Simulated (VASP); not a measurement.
# ZrMo2C2 (P4/nmm) in VASP: a series of runs

Runs on ZrMo2C2. Level: PBE. Tasks: relaxation of cell and atoms.

All numbers are computed with VASP 6.6.1; they aren't measurements. Logs are shortened: lines on timing, memory, paths and dates and some standing lists are left out, and cuts for length are marked.

## Step 1: The cell of the first run

It takes space group P4/nmm (No. 129, tetragonal). The conventional cell has a = 4.052 Å, b = 4.052 Å, c = 9.077 Å, α = 90.00°, β = 90.00°, γ = 90.00°. Zr (site symmetry 4mm) has 9 Mo at 2.98 to 3.49 Å and 9 C at 3.04 to 3.36 Å and 4 Zr at 4.05 Å within 4.1 Å. Within 3.1 Å of Mo (site symmetry -4m2) lie 4 C at 2.34 Å and 4 Mo at 2.87 Å and 4 Zr at 2.98 Å. Within 3.2 Å of Mo (site symmetry 4mm) lie 5 C at 2.24 to 2.32 Å and 4 Zr at 3.11 Å. C (site symmetry -4m2) has 4 Mo at 2.32 Å and 4 C at 2.87 Å and 4 Zr at 3.10 Å within 3.2 Å. Within 3.1 Å of C (site symmetry 4mm) lie 5 Mo at 2.24 to 2.34 Å and 4 Zr at 3.04 Å.

The cell was built from a structure type or drawn by symmetry, and may not be a known phase.

## Step 2: Relaxation of cell and atoms, PBE

Contents of INCAR:

```
PREC = Accurate ; ENCUT = 600
EDIFF = 1E-7 ; ISMEAR = 0
SIGMA = 0.1 ; LREAL = F
LASPH = T ; NELM = 80
ALGO = Normal ; ISIF = 3
LWAVE = F ; LCHARG = F
GGA = PE ; IBRION = 2
NSW = 90 ; EDIFFG = -0.04
```

Contents of KPOINTS:

```
Automatic mesh
0
Gamma
  4 4 2
```

Contents of POSCAR:

```
ZrMo2C2
1.0
    4.0517548600      0.0000000000      0.0000000000
    0.0000000000      4.0517548600      0.0000000000
    0.0000000000      0.0000000000      9.0774187500
Zr Mo C
2 4 4
Direct
    0.0000000000      0.5000000000      0.2410299900
    0.5000000000      0.0000000000      0.7589700100
    0.0000000000      0.0000000000      0.0000000000
    0.5000000000      0.5000000000      0.0000000000
    0.0000000000      0.5000000000      0.6250770100
    0.5000000000      0.0000000000      0.3749229900
    0.0000000000      0.0000000000      0.5000000000
    0.5000000000      0.5000000000      0.5000000000
    0.0000000000      0.5000000000      0.8713859900
    0.5000000000      0.0000000000      0.1286140100
```

Potentials or basis: VASP PAW PBE potentials, release 64 (Zr_sv, Mo_sv, C).

On the command line:

```console
> cat potpaw_PBE.64/Zr_sv/POTCAR potpaw_PBE.64/Mo_sv/POTCAR potpaw_PBE.64/C/POTCAR > POTCAR
> mpirun -np 1 vasp_std > vasp.out
```

OUTCAR:

```text
PREC = Accurate
   ENCUT = 600
   EDIFF = 1E-7
   ISMEAR = 0
   LREAL = F
   LASPH = T
   NELM = 80
   ISIF = 3
   GGA = PE
   IBRION = 2
   NSW = 90
   EDIFFG = -0.04

 ion  position               nearest neighbor table
   1  0.000  0.500  0.241-   3 2.98   4 2.98   3 2.98   4 2.98   6 3.11   6 3.11   6 3.11   6 3.11
                             5 3.49
   2  0.500  0.000  0.759-   3 2.98   4 2.98   4 2.98   3 2.98   5 3.11   5 3.11   5 3.11   5 3.11
                             6 3.49
   3  0.000  0.000  0.000-   9 2.34  10 2.34   9 2.34  10 2.34   4 2.87   4 2.87   4 2.87   4 2.87
                             2 2.98   1 2.98   2 2.98   1 2.98
   4  0.500  0.500  0.000-   9 2.34  10 2.34  10 2.34   9 2.34   3 2.87   3 2.87   3 2.87   3 2.87
                             1 2.98   2 2.98   2 2.98   1 2.98
   5  0.000  0.500  0.625-   9 2.24   8 2.32   7 2.32   7 2.32   8 2.32   2 3.11   2 3.11   2 3.11
                             2 3.11   1 3.49
   6  0.500  0.000  0.375-  10 2.24   8 2.32   7 2.32   8 2.32   7 2.32   1 3.11   1 3.11   1 3.11
                             1 3.11   2 3.49
   7  0.000  0.000  0.500-   5 2.32   6 2.32   5 2.32   6 2.32
   8  0.500  0.500  0.500-   5 2.32   6 2.32   6 2.32   5 2.32
   9  0.000  0.500  0.871-   5 2.24   4 2.34   3 2.34   3 2.34   4 2.34
  10  0.500  0.000  0.129-   6 2.24   4 2.34   3 2.34   4 2.34   3 2.34

  LATTYP: Found a simple tetragonal cell.
 ALAT       =     4.0517548600
 C/A-ratio  =     2.2403672146

  Lattice vectors:

 A1 = (   4.0517548600,   0.0000000000,   0.0000000000)
 A2 = (   0.0000000000,   4.0517548600,   0.0000000000)
 A3 = (   0.0000000000,   0.0000000000,   9.0774187500)

Analysis of symmetry for initial positions (statically):
=====================================================================
 Subroutine PRICEL returns:
 Original cell was already a primitive cell.

 Routine SETGRP: Setting up the symmetry group for a
 simple tetragonal supercell.

 Subroutine GETGRP returns: Found 16 space group operations
 (whereof  8 operations were pure point group operations)
 out of a pool of 16 trial point group operations.

The static configuration has the point symmetry D_2d.
 The point group associated with its full space group is D_4h.

Analysis of symmetry for dynamics (positions and initial velocities):
=====================================================================
 Subroutine PRICEL returns:
 Original cell was already a primitive cell.

 Routine SETGRP: Setting up the symmetry group for a
 simple tetragonal supercell.

 Subroutine GETGRP returns: Found 16 space group operations
 (whereof  8 operations were pure point group operations)
 out of a pool of 16 trial point group operations.

The dynamic configuration has the point symmetry D_2d.
 The point group associated with its full space group is D_4h.

 Subroutine INISYM returns: Found 16 space group operations
 (whereof  8 operations are pure point group operations),
 and found     1 'primitive' translations

----------------------------------------------------------------------------------------

                                     Primitive cell

  volume of cell :     149.0214

  direct lattice vectors                    reciprocal lattice vectors
     4.051754860  0.000000000  0.000000000     0.246806639  0.000000000  0.000000000
     0.000000000  4.051754860  0.000000000     0.000000000  0.246806639  0.000000000
     0.000000000  0.000000000  9.077418750     0.000000000  0.000000000  0.110163476

  length of vectors
     4.051754860  4.051754860  9.077418750     0.246806639  0.246806639  0.110163476

  position of ions in fractional coordinates (direct lattice)
     0.000000000  0.500000000  0.241029990
     0.500000000  0.000000000  0.758970010
     0.000000000  0.000000000  0.000000000
     0.500000000  0.500000000  0.000000000
     0.000000000  0.500000000  0.625077010
     0.500000000  0.000000000  0.374922990
     0.000000000  0.000000000  0.500000000
     0.500000000  0.500000000  0.500000000
     0.000000000  0.500000000  0.871385990
     0.500000000  0.000000000  0.128614010

  ion indices of the primitive-cell ions
   primitive index   ion index
                 1           1
                 2           2
                 3           3
                 4           4
                 5           5
                 6           6
                 7           7
                 8           8
                 9           9
                10          10

----------------------------------------------------------------------------------------

 KPOINTS: Automatic mesh

Automatic generation of k-mesh.
 Grid dimensions read from file:
 generate k-points for:    4    4    2

 Generating k-lattice:

  Cartesian coordinates                     Fractional coordinates (reciprocal lattice)
     0.061701660  0.000000000  0.000000000     0.250000000  0.000000000  0.000000000
     0.000000000  0.061701660  0.000000000     0.000000000  0.250000000  0.000000000
     0.000000000  0.000000000  0.055081738     0.000000000  0.000000000  0.500000000

  Length of vectors
     0.061701660  0.061701660  0.055081738

  Shift w.r.t. Gamma in fractional coordinates (k-lattice)
     0.000000000  0.000000000  0.000000000

 Subroutine IBZKPT returns following result:
 ===========================================

 Found     12 irreducible k-points:

 Following reciprocal coordinates:
            Coordinates               Weight
  0.000000  0.000000  0.000000      1.000000
  0.250000  0.000000  0.000000      4.000000
  0.500000  0.000000  0.000000      2.000000
  0.250000  0.250000  0.000000      4.000000
  0.500000  0.250000  0.000000      4.000000
  0.500000  0.500000  0.000000      1.000000
  0.000000  0.000000  0.500000      1.000000
  0.250000  0.000000  0.500000      4.000000
  0.500000  0.000000  0.500000      2.000000
  0.250000  0.250000  0.500000      4.000000
  0.500000  0.250000  0.500000      4.000000
  0.500000  0.500000  0.500000      1.000000
   k-points           NKPTS =     12   k-points in BZ     NKDIM =     12   number of bands    NBANDS=     57
   number of dos      NEDOS =    301   number of ions     NIONS =     10
   total plane-waves  NPLWV =  81920
   dimension x,y,z NGX =    32 NGY =   32 NGZ =   80
   dimension x,y,z NGXF=    64 NGYF=   64 NGZF=  160
   ions per type =               2   4   4
   NGX,Y,Z   is equivalent  to a cutoff of  13.13, 13.13, 14.65 a.u.
   NGXF,Y,Z  is equivalent  to a cutoff of  26.26, 26.26, 29.30 a.u.
 SYSTEM =  unknown system
   PREC   = accura    normal or accurate (medium, high low for compatibility)
   ISTART =      0    job   : 0-new  1-cont  2-samecut
   ICHARG =      2    charge: 1-file 2-atom 10-const
   ISPIN  =      1    spin polarized calculation?
   LNONCOLLINEAR =      F non collinear calculations
   LSORBIT =      F    spin-orbit coupling
   LASPH  =      T    aspherical Exc in radial PAW
   ENCUT  =  600.0 eV  44.10 Ry    6.64 a.u.   8.09  8.09 18.13*2*pi/ulx,y,z
   NELM   =     80;   NELMIN=  2; NELMDL= -5     # of ELM steps
   EDIFF  = 0.1E-06   stopping-criterion for ELM
   LREAL  =      F    real-space projection
   EDIFFG = -.4E-01   stopping-criterion for IOM
   NSW    =     90    number of steps for IOM
   IBRION =      2    ionic relax: 0-MD 1-quasi-New 2-CG
   NFREE  =      1    steps in history (QN), initial steepest desc. (CG)
   ISIF   =      3    stress and relaxation
   ISYM   =      2    0-nonsym 1-usesym 2-fastsym
   POTIM  = 0.5000    time-step for ionic-motion
   TEBEG  =    0.0;   TEEND  =   0.0 temperature during run
   PSTRESS=    0.0 pullay stress
   NELECT =      96.0000    total number of electrons
   NUPDOWN=      -1.0000    fix difference up-down
   EMIN   =  10.00;   EMAX   =-10.00  energy-range for DOS
   EFERMI =   0.00;   METHOD = LEGACY
   ISMEAR =     0;   SIGMA  =   0.10  broadening in eV -4-tet -1-fermi 0-gaus
   EFERMI_NEDOS =   21; number of points for ismear=-14 and -15
   IALGO  =     38    algorithm
   IMIX   =      4    mixing-type and parameters
     AMIX     =   0.40;   BMIX     =  1.00
     AMIX_MAG =   1.60;   BMIX_MAG =  1.00
  volume/ion in A,a.u.               =      14.90       100.56
  Fermi-wavevector in a.u.,A,eV,Ry     =   1.413890  2.671865 27.199209  1.999085
  Thomas-Fermi vector in A             =   2.535489
   LORBIT       =      0    0 simple, 1 ext, 2 COOP (PROOUT), +10 PAW based schemes
   GGA     = PE    functional components
   LHFCALC =     F    Hartree Fock is set to
   AEXX    =    0.0000 exact exchange contribution
   IVDW    =     0    specifies the selected vdW correction
   LEPSILON=     F    determine dielectric tensor
   LRPA    =     F    only Hartree local field effects (RPA)
 conjugate gradient relaxation of ions
 non-spin polarized calculation
 Gauss-broadening in eV      SIGMA  =   0.10
  energy-cutoff  :      600.00
  volume of cell :      149.02
 maximum number of plane-waves:      5000
   NGX = 17   NGY = 17   NGZ = 37

--------------------------------------- Ionic step        1  -------------------------------------------

 number of electron      96.0000006 magnetization

 Free energy of the ion-electron system (eV)
  ---------------------------------------------------
  ext. energy  EPLUGINS =         0.00000000
  ---------------------------------------------------
  free energy    TOTEN  =       -90.30145201 eV

  energy without entropy =      -90.21282863  energy(sigma->0) =      -90.25714032

 E-fermi :   9.1593     XC(G=0): -11.9745

 val. band max:        9.1363557384   @ k =   0.2500   0.0000   0.0000
 cond. band min:       9.1599701377   @ k =   0.2500   0.0000   0.0000
 fundamental gap:      0.0236143992
 Fermi energy:         9.1593407838

 k-point     1 :       0.0000    0.0000    0.0000
  band No.  band energies     occupation
      1     -51.7094      2.00000
      2     -51.7036      2.00000
      3     -51.6227      2.00000
      4     -51.4908      2.00000
      5     -40.0715      2.00000
      6     -40.0702      2.00000
[... 834 lines left out ...]
  FREE ENERGIE OF THE ION-ELECTRON SYSTEM (eV)
  ---------------------------------------------------
  free  energy   TOTEN  =       -92.4143300206 eV

  energy  without entropy=      -92.3454172817  energy(sigma->0) =      -92.37987365

[... ionic steps 4 to 42 ...]

--------------------------------------- Ionic step       43  -------------------------------------------

 number of electron      96.0000001 magnetization

------------------------ aborting loop because EDIFF is reached ----------------------------------------

  FORCE on cell =-STRESS in cart. coord.  units (eV):
  Direction    XX          YY          ZZ          XY          YZ          ZX
  --------------------------------------------------------------------------------------
  -------------------------------------------------------------------------------------
  Total       -0.6858203     -0.6858203     -0.3953016      0.0000000      0.0000000     -0.0000000
  in kB       -8.4379858     -8.4379858     -4.8635908      0.0000000      0.0000000     -0.0000000
  external PRESSURE =      -7.2465208 kB  Pullay stress =       0.0000000 kB
[... 73 lines left out ...]
  energy  without entropy=      -94.0004042703  energy(sigma->0) =      -94.01595099

--------------------------------------- Ionic step       45  -------------------------------------------

 number of electron      96.0000001 magnetization

 Free energy of the ion-electron system (eV)
  ---------------------------------------------------
  ext. energy  EPLUGINS =         0.00000000
  ---------------------------------------------------
  free energy    TOTEN  =       -94.03171585 eV

  energy without entropy =      -93.99987958  energy(sigma->0) =      -94.01579772

 E-fermi :  11.1721     XC(G=0): -12.6797

 val. band max:       11.1457052089   @ k =   0.2500   0.2500   0.0000
 cond. band min:      11.1887669989   @ k =   0.0000   0.0000   0.0000
 fundamental gap:      0.0430617900
 Fermi energy:        11.1720963330

 k-point     1 :       0.0000    0.0000    0.0000
  band No.  band energies     occupation
      1     -49.9552      2.00000
      2     -49.8963      2.00000
      3     -49.8874      2.00000
      4     -49.5787      2.00000
      5     -37.8081      2.00000
      6     -37.8059      2.00000
[... 746 lines left out ...]
  FREE ENERGIE OF THE ION-ELECTRON SYSTEM (eV)
  ---------------------------------------------------
  free  energy   TOTEN  =       -94.0317158484 eV

  energy  without entropy=      -93.9998795818  energy(sigma->0) =      -94.01579772

 reached required accuracy - stopping structural energy minimisation
```

Wall time 36 min (1 thread of Intel Xeon 6975P-C (Granite Rapids), shared host); peak memory 0.36 GiB.

Results:

```yaml
Free_energy: -94.0317 eV
Relaxed_volume: 12.98 Å³/atom
Relaxed_cell: a = 3.745 Å, b = 3.745 Å, c = 9.257 Å, α = 90.00°, β = 90.00°, γ = 90.00°
Space_group_after_relaxing_to_0.1_Å: P4/nmm (No. 129)
Energy_gained_by_relaxing: 373.0 meV/atom
Ionic_steps: 45
Pressure_after_relaxing: 0.0 GPa
Largest_force_after_relaxing: 0.025 eV/Å
Band_gap_on_the_k_mesh: zero (bands 48 and 49 overlap by 0.38 eV)
```

Forces on the atoms (eV/Å):
```
Zr   0.000  0.000  0.005
Zr   0.000  0.000 -0.005
Mo   0.000  0.000  0.000
Mo   0.000  0.000  0.000
Mo   0.000  0.000  0.025
Mo   0.000  0.000 -0.025
C    0.000  0.000  0.000
C    0.000  0.000  0.000
C    0.000  0.000  0.021
C    0.000  0.000 -0.021
```

Step by step:
```tsv
step	energy change (eV)	largest force (eV/Å)	pressure (GPa)	volume (Å³)
1	0.0000	2.4062	-24.76	149.02
3	-2.1129	2.1813	0.74	127.99
5	-2.6906	1.0711	2.85	126.52
7	-2.7828	0.7350	4.43	126.15
9	-2.8514	0.5034	-2.00	129.42
11	-3.1817	0.3845	-0.04	127.96
13	-3.1975	0.4220	0.08	127.79
15	-3.2406	0.3187	-0.69	127.99
17	-3.2573	0.4329	2.58	126.21
19	-3.2806	0.4575	2.93	126.03
21	-3.4292	0.4503	5.39	125.19
23	-3.4562	0.4257	6.47	124.93
25	-3.4705	0.4813	7.38	124.88
27	-3.5016	0.7239	6.41	125.69
29	-3.5864	0.4223	0.12	128.84
31	-3.5931	0.3532	-0.74	129.31
33	-3.6227	0.3395	-0.07	129.01
35	-3.6270	0.3275	0.31	128.85
37	-3.6772	0.2547	-0.07	129.25
39	-3.7230	0.2055	-0.28	130.04
41	-3.7286	0.0876	0.67	129.47
43	-3.7292	0.0135	-0.72	130.22
45	-3.7303	0.0251	-0.01	129.82
```

Final structure:
```xyz
10
Lattice="3.7449 0.0000 0.0000 0.0000 3.7449 0.0000 0.0000 0.0000 9.2568" Properties=species:S:1:pos:R:3 pbc="T T T"
Zr    0.0000    1.8725    2.3115
Zr    1.8725    3.7449    6.9453
Mo    3.7449    0.0000    0.0000
Mo    1.8725    1.8725    0.0000
Mo    0.0000    1.8725    5.4172
Mo    1.8725    0.0000    3.8396
C     0.0000    0.0000    4.6284
C     1.8725    1.8725    4.6284
C     0.0000    1.8725    7.5228
C     1.8725    0.0000    1.7340
```

Caveat: the k points lie up to 0.42 Å⁻¹ apart in the final cell.

## Step 3: Relaxation of cell and atoms, PBE

This run uses another cell than the first one, of 12.64 Å³/atom.

Contents of INCAR:

```
PREC = Accurate
ENCUT = 600
EDIFF = 1E-6
ISMEAR = 0
SIGMA = 0.1
LREAL = False
LASPH = True
NELM = 100
ALGO = Normal
ISIF = 3
LWAVE = False
LCHARG = False
GGA = PE
IBRION = 2
NSW = 90
EDIFFG = -0.04
```

Contents of KPOINTS:

```
Automatic mesh
0
Gamma
  4 4 4
```

Contents of POSCAR:

```
ZrMo2C2
1.0
    4.1551276907      0.0000000000      0.0000000000
    0.0000000000      4.1551276907      0.0000000000
    0.0000000000      0.0000000000      7.3221676951
Zr Mo C
2 4 4
Direct
    0.0000000000      0.5000000000      0.3269337174
    0.5000000000      0.0000000000      0.6730662826
    0.0000000000      0.0000000000      0.0000000000
    0.5000000000      0.5000000000      0.0000000000
    0.0000000000      0.5000000000      0.6924996435
    0.5000000000      0.0000000000      0.3075003565
    0.0000000000      0.0000000000      0.5000000000
    0.5000000000      0.5000000000      0.5000000000
    0.0000000000      0.5000000000      0.9738016138
    0.5000000000      0.0000000000      0.0261983862
```

Potentials or basis: VASP PAW PBE potentials, release 64 (Zr_sv, Mo_sv, C).

On the command line:

```console
> cat potpaw_PBE.64/Zr_sv/POTCAR potpaw_PBE.64/Mo_sv/POTCAR potpaw_PBE.64/C/POTCAR > POTCAR
> mpirun -np 1 vasp_std > vasp.out
```

It took 7.8 min on 1 thread of Intel Xeon 6975P-C (Granite Rapids), shared host; peak memory 0.37 GiB.

It converged, with:

```
Free energy                           : -96.6910 eV
Relaxed volume                        : 12.62 Å³/atom
Relaxed cell                          : a = 4.168 Å, b = 4.168 Å, c = 7.265 Å, α = 90.00°, β = 90.00°, γ = 90.00°
Space group after relaxing (to 0.1 Å) : P4/nmm (No. 129)
Energy gained by relaxing             : 1.8 meV/atom
Ionic steps                           : 9
Pressure after relaxing               : 0.0 GPa
Largest force after relaxing          : 0.027 eV/Å
Band gap on the k mesh                : zero (bands 48 and 49 overlap by 0.31 eV)
```

Forces on the atoms (eV/Å):
```
Zr   0.000  0.000  0.008
Zr   0.000  0.000 -0.008
Mo   0.000  0.000  0.000
Mo   0.000  0.000  0.000
Mo   0.000  0.000  0.017
Mo   0.000  0.000 -0.017
C    0.000  0.000  0.000
C    0.000  0.000  0.000
C    0.000  0.000  0.027
C    0.000  0.000 -0.027
```

Stress tensor (GPa, compression positive):
```
-0.15  0.00  0.00
 0.00 -0.15  0.00
 0.00  0.00  0.35
```

The path:
```
step  energy change (eV)  largest force (eV/Å)  pressure (GPa)  volume (Å³)
   1              0.0000                0.2032            0.25       126.42
   2             -0.0043                0.1782           -0.62       126.78
   3             -0.0052                0.1598           -1.25       127.05
   4             -0.0069                0.1522           -1.17       126.99
   5             -0.0111                0.1277           -0.90       126.79
   6             -0.0163                0.0682           -0.34       126.39
   7             -0.0097                0.0859            0.82       125.60
   8             -0.0169                0.0397           -0.11       126.22
   9             -0.0175                0.0273            0.02       126.18
```

Final structure:
```
Zr Mo C
1.0
     4.16757    0.00000    0.00000
     0.00000    4.16757    0.00000
     0.00000    0.00000    7.26485
Zr Mo C
2 4 4
Direct
  0.00000 0.50000 0.32606
  0.50000 0.00000 0.67394
  0.00000 0.00000 0.00000
  0.50000 0.50000 0.00000
  0.00000 0.50000 0.69528
  0.50000 0.00000 0.30472
  0.00000 0.00000 0.50000
  0.50000 0.50000 0.50000
  0.00000 0.50000 0.98215
  0.50000 0.00000 0.01785
```

Levels at points of the mesh, in eV from the Fermi level:
| k point | band 44 | band 45 | band 46 | band 47 | band 48 | band 49 | band 50 | band 51 | band 52 | band 53 |
| --- | --- | --- | --- | --- | --- | --- | --- | --- | --- | --- |
| (0.00, 0.00, 0.00) | -1.65 | -1.44 | -0.60 | -0.27 | -0.09 | -0.09 | -0.08 | -0.08 | 0.45 | 2.27 |
| (0.50, 0.00, 0.00) | -2.25 | -0.98 | -0.98 | -0.13 | -0.13 | 0.46 | 0.46 | 1.04 | 1.04 | 1.65 |
| (0.50, 0.50, 0.00) | -1.53 | -1.13 | -1.13 | -1.04 | -1.04 | 0.06 | 0.06 | 1.83 | 1.83 | 1.83 |
| (0.00, 0.00, 0.50) | -1.49 | -0.85 | -0.61 | -0.61 | 0.04 | 0.37 | 0.37 | 0.56 | 0.62 | 1.79 |
| (0.50, 0.00, 0.50) | -1.44 | -1.19 | -1.19 | 0.19 | 0.19 | 0.37 | 0.37 | 1.31 | 1.31 | 1.44 |
| (0.50, 0.50, 0.50) | -1.65 | -1.50 | -1.50 | -1.46 | -1.46 | 0.78 | 0.78 | 1.27 | 1.27 | 1.29 |

Caveat: the k points lie up to 0.38 Å⁻¹ apart in the final cell.
